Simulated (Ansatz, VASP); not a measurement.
# Re in VASP and in Ansatz

```
Re
1.0
     2.83154    0.00000    0.00000
    -1.41577    2.45219    0.00000
     0.00000    0.00000    4.57305
Re
2
Direct
  0.33333 0.66667 0.25000
  0.66667 0.33333 0.75000
```

Alike in both runs: task single point; functional r2SCAN; k mesh 21 × 21 × 12; occupations fermi-dirac, width 0.1 eV; no spin polarisation.

```csv
,VASP,Ansatz
version,VASP 6.6.1,Ansatz 0.2.0
potentials or method,"VASP PAW PBE potentials, release 64 (Re), cutoff 520 eV","plane waves (500 eV) with PAW, scalar-relativistic"
valence electrons in the cell,14,30
```

|  | VASP | Ansatz | Ansatz less VASP |
| --- | --- | --- | --- |
| pressure (GPa) | -25.5 | -25.1 | +0.41 |
| traceless stress, the component that is largest in VASP (GPa) | -0.06 | 0.05 | +0.103 |

VASP's potentials were made for PBE, not for r2SCAN. VASP's potentials hold 14 valence electrons a cell and Ansatz's 30, so a difference there can come from the potentials and not from the codes.

Spin-orbit coupling is off throughout.
